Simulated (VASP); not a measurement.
# Si16B (a cell with a defect) in VASP: single point with PBE

Aim: the single point of Si16B (a cell with a defect) with PBE.

All numbers are computed with VASP 6.6.1; they aren't measurements. Logs are shortened: lines on timing, memory, paths and dates and some standing lists are left out, and cuts for length are marked.

### Step 1. The cell of the first run

The cell holds a defect, 17 atoms: a = 7.679 Å, b = 7.679 Å, c = 7.679 Å, α = 60.00°, β = 60.00°, γ = 60.00°.

### Step 2. Single point, PBE, collinear spin

Contents of INCAR:

```
PREC = Accurate ; ENCUT = 520
EDIFF = 1E-6 ; ISMEAR = -1
SIGMA = 0.05 ; LREAL = Auto
LASPH = True ; NELM = 150
ALGO = Normal ; ISIF = 2
LWAVE = False ; LCHARG = False
ISPIN = 2 ; MAGMOM = 0 0 0 0 0 0 0 0 0 0 0 0 0 0 0 0 1
LORBIT = 11 ; GGA = PE
NBANDS = 52
```

Contents of KPOINTS:

```
regular mesh
0
Gamma
  2 2 2
```

Contents of POSCAR:

```
Si16B
1.0
    0.0000000000      5.4300000000      5.4300000000
    5.4300000000      0.0000000000      5.4300000000
    5.4300000000      5.4300000000      0.0000000000
Si B
16 1
Direct
    0.0064396322     -0.0065819570     -0.0054810118
    0.1117537058      0.1329138052      0.1329598219
   -0.0063268230      0.0014367069      0.5066353488
    0.1260355937      0.1298376863      0.6176946213
   -0.0064873668      0.5065260086      0.0013133758
    0.1264593522      0.6164440995      0.1302632513
   -0.0026836206      0.5022793831      0.5026695627
    0.1188777371      0.6284688834      0.6283489526
    0.5026784934     -0.0024400929     -0.0029182198
    0.6232820372      0.1326009991      0.1325614552
    0.4978931341      0.0015066931      0.5063960756
    0.6199578391      0.1330568618      0.6265623691
    0.4982895656      0.5063421449      0.0013461282
    0.6199295151      0.6270995695      0.1325826739
    0.4928913968      0.5071070902      0.5066038502
    0.6238491203      0.6284603265      0.6283155161
    0.3056121880      0.1953153918      0.1931681289
```

Potentials or basis: VASP PAW PBE potentials, release 64 (Si, B).

The run is started by

```bash
cat potpaw_PBE.64/Si/POTCAR potpaw_PBE.64/B/POTCAR > POTCAR
mpirun -np 1 vasp_std > vasp.out
```

OUTCAR:

```text
PREC = Accurate
   ENCUT = 520
   EDIFF = 1E-6
   ISMEAR = -1
   LREAL = Auto
   LASPH = True
   NELM = 150
   ISIF = 2
   ISPIN = 2
   LORBIT = 11
   GGA = PE

 ion  position               nearest neighbor table
   1  0.006  0.993  0.995-   4 2.36   6 2.36  10 2.41   2 2.41
   2  0.112  0.133  0.133-  17 2.07   5 2.34   3 2.34   1 2.41   9 2.45
   3  0.994  0.001  0.507-   4 2.33   8 2.34   2 2.34  12 2.34
   4  0.126  0.130  0.618-   3 2.33  11 2.33   7 2.34   1 2.36
   5  0.994  0.507  0.001-   6 2.33   8 2.34  14 2.34   2 2.34
   6  0.126  0.616  0.130-   5 2.33  13 2.33   7 2.34   1 2.36
   7  0.997  0.502  0.503-   6 2.34   4 2.34   8 2.34  16 2.34
   8  0.119  0.628  0.628-   5 2.34   3 2.34   7 2.34  15 2.35
   9  0.503  0.998  0.997-  17 2.14  14 2.32  12 2.32   2 2.45  10 2.45
  10  0.623  0.133  0.133-  17 2.08  13 2.34  11 2.34   1 2.41   9 2.45
  11  0.498  0.002  0.506-   4 2.33  16 2.34  12 2.34  10 2.34
  12  0.620  0.133  0.627-   9 2.32   3 2.34  11 2.34  15 2.35
  13  0.498  0.506  0.001-   6 2.33  16 2.34  14 2.34  10 2.34
  14  0.620  0.627  0.133-   9 2.32   5 2.34  13 2.34  15 2.35
  15  0.493  0.507  0.507-  14 2.35   8 2.35  16 2.35  12 2.35
  16  0.624  0.628  0.628-  13 2.34  11 2.34   7 2.34  15 2.35
  17  0.306  0.195  0.193-   2 2.07  10 2.08   9 2.14

  LATTYP: Found a face centered cubic cell.
 ALAT       =    10.8600000000

  Lattice vectors:

 A1 = (   0.0000000000,   5.4300000000,   5.4300000000)
 A2 = (   5.4300000000,   0.0000000000,   5.4300000000)
 A3 = (   5.4300000000,   5.4300000000,   0.0000000000)

Analysis of symmetry for initial positions (statically):
=====================================================================
 Subroutine PRICEL returns:
 Original cell was already a primitive cell.

 Routine SETGRP: Setting up the symmetry group for a
 face centered cubic supercell.

 Subroutine GETGRP returns: Found  1 space group operations
 (whereof  1 operations were pure point group operations)
 out of a pool of 48 trial point group operations.

The static configuration has the point symmetry C_1 .

Analysis of symmetry for dynamics (positions and initial velocities):
=====================================================================
 Subroutine PRICEL returns:
 Original cell was already a primitive cell.

 Routine SETGRP: Setting up the symmetry group for a
 face centered cubic supercell.

 Subroutine GETGRP returns: Found  1 space group operations
 (whereof  1 operations were pure point group operations)
 out of a pool of 48 trial point group operations.

The dynamic configuration has the point symmetry C_1 .

Analysis of structural, dynamic, and magnetic symmetry:
=====================================================================
 Subroutine PRICEL returns:
 Original cell was already a primitive cell.

 Routine SETGRP: Setting up the symmetry group for a
 face centered cubic supercell.

 Subroutine GETGRP returns: Found  1 space group operations
 (whereof  1 operations were pure point group operations)
 out of a pool of 48 trial point group operations.

The overall configuration has the point symmetry C_1 .

 Subroutine INISYM returns: Found  1 space group operations
 (whereof  1 operations are pure point group operations),
 and found     1 'primitive' translations

----------------------------------------------------------------------------------------

                                     Primitive cell

  volume of cell :     320.2060

  direct lattice vectors                    reciprocal lattice vectors
     0.000000000  5.430000000  5.430000000    -0.092081031  0.092081031  0.092081031
     5.430000000  0.000000000  5.430000000     0.092081031 -0.092081031  0.092081031
     5.430000000  5.430000000  0.000000000     0.092081031  0.092081031 -0.092081031

  length of vectors
     7.679179644  7.679179644  7.679179644     0.159489025  0.159489025  0.159489025

  position of ions in fractional coordinates (direct lattice)
     0.006439632  0.993418043  0.994518988
     0.111753706  0.132913805  0.132959822
     0.993673177  0.001436707  0.506635349
     0.126035594  0.129837686  0.617694621
     0.993512633  0.506526009  0.001313376
     0.126459352  0.616444100  0.130263251
[... 9 lines left out ...]
     0.623849120  0.628460326  0.628315516
     0.305612188  0.195315392  0.193168129

  ion indices of the primitive-cell ions
   primitive index   ion index
                 1           1
                 2           2
                 3           3
                 4           4
                 5           5
                 6           6
[... 9 lines left out ...]
                16          16
                17          17

----------------------------------------------------------------------------------------

 KPOINTS: regular mesh

Automatic generation of k-mesh.
 Grid dimensions read from file:
 generate k-points for:    2    2    2

 Generating k-lattice:

  Cartesian coordinates                     Fractional coordinates (reciprocal lattice)
    -0.046040516  0.046040516  0.046040516     0.500000000  0.000000000  0.000000000
     0.046040516 -0.046040516  0.046040516     0.000000000  0.500000000  0.000000000
     0.046040516  0.046040516 -0.046040516     0.000000000  0.000000000  0.500000000

  Length of vectors
     0.079744512  0.079744512  0.079744512

  Shift w.r.t. Gamma in fractional coordinates (k-lattice)
     0.000000000  0.000000000  0.000000000

 Subroutine IBZKPT returns following result:
 ===========================================

 Found      8 irreducible k-points:

 Following reciprocal coordinates:
            Coordinates               Weight
  0.000000  0.000000  0.000000      1.000000
  0.500000  0.000000  0.000000      1.000000
  0.000000  0.500000  0.000000      1.000000
  0.000000  0.000000  0.500000      1.000000
  0.500000  0.500000  0.500000      1.000000
  0.500000  0.500000  0.000000      1.000000
  0.000000  0.500000  0.500000      1.000000
  0.500000  0.000000  0.500000      1.000000
   k-points           NKPTS =      8   k-points in BZ     NKDIM =      8   number of bands    NBANDS=     52
   number of dos      NEDOS =    301   number of ions     NIONS =     17
   total plane-waves  NPLWV = 216000
   dimension x,y,z NGX =    60 NGY =   60 NGZ =   60
   dimension x,y,z NGXF=   120 NGYF=  120 NGZF=  120
   ions per type =              16   1
   NGX,Y,Z   is equivalent  to a cutoff of  12.99, 12.99, 12.99 a.u.
   NGXF,Y,Z  is equivalent  to a cutoff of  25.98, 25.98, 25.98 a.u.
 SYSTEM =  unknown system
   PREC   = accura    normal or accurate (medium, high low for compatibility)
   ISTART =      0    job   : 0-new  1-cont  2-samecut
   ICHARG =      2    charge: 1-file 2-atom 10-const
   ISPIN  =      2    spin polarized calculation?
   LNONCOLLINEAR =      F non collinear calculations
   LSORBIT =      F    spin-orbit coupling
   LASPH  =      T    aspherical Exc in radial PAW
   ENCUT  =  520.0 eV  38.22 Ry    6.18 a.u.  14.28 14.28 14.28*2*pi/ulx,y,z
   NELM   =    150;   NELMIN=  2; NELMDL= -5     # of ELM steps
   EDIFF  = 0.1E-05   stopping-criterion for ELM
   LREAL  =      T    real-space projection
   EDIFFG = 0.1E-04   stopping-criterion for IOM
   NSW    =      0    number of steps for IOM
   IBRION =     -1    ionic relax: 0-MD 1-quasi-New 2-CG
   NFREE  =      0    steps in history (QN), initial steepest desc. (CG)
   ISIF   =      2    stress and relaxation
   ISYM   =      2    0-nonsym 1-usesym 2-fastsym
   POTIM  = 0.5000    time-step for ionic-motion
   TEBEG  =    0.0;   TEEND  =   0.0 temperature during run
   PSTRESS=    0.0 pullay stress
   NELECT =      67.0000    total number of electrons
   NUPDOWN=      -1.0000    fix difference up-down
   EMIN   =  10.00;   EMAX   =-10.00  energy-range for DOS
   EFERMI =   0.00;   METHOD = LEGACY
   ISMEAR =    -1;   SIGMA  =   0.05  broadening in eV -4-tet -1-fermi 0-gaus
   EFERMI_NEDOS =   21; number of points for ismear=-14 and -15
   IALGO  =     38    algorithm
   IMIX   =      4    mixing-type and parameters
     AMIX     =   0.40;   BMIX     =  1.00
     AMIX_MAG =   1.60;   BMIX_MAG =  1.00
  volume/ion in A,a.u.               =      18.84       127.11
  Fermi-wavevector in a.u.,A,eV,Ry     =   0.971904  1.836632 12.852022  0.944597
  Thomas-Fermi vector in A             =   2.102159
   LORBIT       =     11    0 simple, 1 ext, 2 COOP (PROOUT), +10 PAW based schemes
   GGA     = PE    functional components
   LHFCALC =     F    Hartree Fock is set to
   AEXX    =    0.0000 exact exchange contribution
   IVDW    =     0    specifies the selected vdW correction
   LEPSILON=     F    determine dielectric tensor
   LRPA    =     F    only Hartree local field effects (RPA)
 spin polarized calculation
  energy-cutoff  :      520.00
  volume of cell :      320.21
 maximum number of plane-waves:      8646
 NGX is ok and might be reduce to    60
   NGX = 29   NGY = 29   NGZ = 29

 number of electron      67.0000000 magnetization      -0.0000817

 number of electron      67.0000000 magnetization       0.0000096

 Free energy of the ion-electron system (eV)
  ---------------------------------------------------
  ext. energy  EPLUGINS =         0.00000000
  ---------------------------------------------------
  free energy    TOTEN  =       -88.69999817 eV

  energy without entropy =      -88.67185853  energy(sigma->0) =      -88.68592835

 E-fermi :   6.4020     XC(G=0):  -9.5698

 val. band max:        6.2450474175   @ k =   0.5000   0.0000   0.0000
 cond. band min:       6.4041742702   @ k =   0.5000   0.0000   0.5000
 fundamental gap:      0.1591268528
 Fermi energy:         6.4020038008

 spin component 1

 k-point     1 :       0.0000    0.0000    0.0000
  band No.  band energies     occupation
      1      -6.3275      1.00000
      2      -4.2672      1.00000
      3      -3.9134      1.00000
      4      -3.7153      1.00000
      5      -3.6514      1.00000
      6      -2.5200      1.00000
[... 37 lines left out ...]
     44       7.9812      0.00000
     45       8.3200      0.00000
[... 294 lines left out ...]
      4      -4.0910      1.00000
      5      -4.0618      1.00000
      6      -3.8380      1.00000
[... 37 lines left out ...]
     44      10.0187      0.00000
     45      10.1526      0.00000
 Fermi energy:         6.4020038008

 spin component 2

 k-point     1 :       0.0000    0.0000    0.0000
  band No.  band energies     occupation
      1      -6.3275      1.00000
      2      -4.2672      1.00000
      3      -3.9134      1.00000
      4      -3.7153      1.00000
      5      -3.6514      1.00000
      6      -2.5200      1.00000
[... 37 lines left out ...]
     44       7.9812      0.00000
     45       8.3200      0.00000
[... 294 lines left out ...]
      4      -4.0910      1.00000
      5      -4.0618      1.00000
      6      -3.8380      1.00000
[... 37 lines left out ...]
     44      10.0187      0.00000
     45      10.1526      0.00000
 [bands above 45 left out]

------------------------ aborting loop because EDIFF is reached ----------------------------------------

  FORCE on cell =-STRESS in cart. coord.  units (eV):
  Direction    XX          YY          ZZ          XY          YZ          ZX
  --------------------------------------------------------------------------------------
  -------------------------------------------------------------------------------------
  Total        8.3803558      5.7781782      5.7805424      0.0058151     -1.5690495      0.0073713
  in kB       41.9318046     28.9115933     28.9234232      0.0290961     -7.8508690      0.0368827
  external PRESSURE =      33.2556070 kB  Pullay stress =       0.0000000 kB

 VOLUME and BASIS-vectors are now :
 -----------------------------------------------------------------------------
  energy-cutoff  :      520.00
  volume of cell :      320.21
      direct lattice vectors                 reciprocal lattice vectors
     0.000000000  5.430000000  5.430000000    -0.092081031  0.092081031  0.092081031
     5.430000000  0.000000000  5.430000000     0.092081031 -0.092081031  0.092081031
     5.430000000  5.430000000  0.000000000     0.092081031  0.092081031 -0.092081031

 POSITION                                       TOTAL-FORCE (eV/Angst)
 -----------------------------------------------------------------------------------
     10.79450      5.43521      5.42923        -0.009317     -0.007798      0.002629
      1.44369      1.32879      1.32854        -0.017357     -0.013835     -0.020234
      2.75883      8.14668      5.40345        -0.006532     -0.004339      0.005745
      4.05910      4.03846      1.38939         0.008564      0.001668      0.006965
      2.75757      5.40191      8.14521        -0.010615      0.010939      0.009251
      4.05462      1.39400      4.03397         0.009233      0.007731     -0.000929
[... 9 lines left out ...]
      6.82429      6.79925      6.80004         0.006998      0.003839      0.005433
      2.10947      2.70838      2.72004         0.018573      0.034399      0.029878
 -----------------------------------------------------------------------------------
    total drift:                               -0.000520      0.000156     -0.002990

  FREE ENERGIE OF THE ION-ELECTRON SYSTEM (eV)
  ---------------------------------------------------
  free  energy   TOTEN  =       -88.6999981699 eV

  energy  without entropy=      -88.6718585254  energy(sigma->0) =      -88.68592835

 total charge

# of ion       s       p       d       tot
------------------------------------------
    1        0.777   0.908   0.000   1.685
    2        0.742   0.935   0.000   1.677
    3        0.751   0.938   0.000   1.689
    4        0.743   0.946   0.000   1.689
    5        0.751   0.938   0.000   1.689
    6        0.743   0.945   0.000   1.688
[... 9 lines left out ...]
   16        0.739   0.962   0.000   1.700
   17        0.799   0.885   0.000   1.684
--------------------------------------------------
tot         12.762  15.978   0.000  28.740

 magnetization (x)

# of ion       s       p       d       tot
------------------------------------------
    1       -0.000  -0.000   0.000  -0.000
    2        0.000   0.000   0.000   0.000
    3        0.000   0.000   0.000   0.000
    4        0.000  -0.000   0.000  -0.000
    5        0.000   0.000   0.000   0.000
    6       -0.000  -0.000   0.000  -0.000
[... 9 lines left out ...]
   16        0.000  -0.000   0.000  -0.000
   17       -0.000  -0.000   0.000  -0.000
--------------------------------------------------
tot          0.000  -0.000   0.000  -0.000
```

Run time: 8.2 min. Hardware: 1 thread of AMD EPYC 7R13 (Zen 3), shared host; peak memory 0.68 GiB.

Results:

| Item | Value |
| --- | --- |
| Free energy | -88.7000 eV |
| Pressure | 3.3 GPa |
| Largest force | 0.049 eV/Å |
| Net moment | 0.00 μB per cell |
| Valence electrons inside the program's atomic spheres | Si 1.69, 1.68, 1.70 (each value once); B 1.68 |

Forces in eV/Å, atoms in the order of the input:
```
Si  -0.009 -0.008  0.003
Si  -0.017 -0.014 -0.020
Si  -0.007 -0.004  0.006
Si   0.009  0.002  0.007
Si  -0.011  0.011  0.009
Si   0.009  0.008 -0.001
Si  -0.016 -0.002 -0.003
Si   0.003 -0.005 -0.004
Si   0.007  0.000  0.013
Si   0.007 -0.019 -0.028
Si  -0.013 -0.009  0.009
Si  -0.001 -0.003 -0.003
Si  -0.018 -0.004 -0.014
Si   0.008  0.002 -0.006
Si   0.023  0.007 -0.002
Si   0.007  0.004  0.005
B    0.019  0.034  0.030
```

Caveat: the k points lie up to 0.50 Å⁻¹ apart.
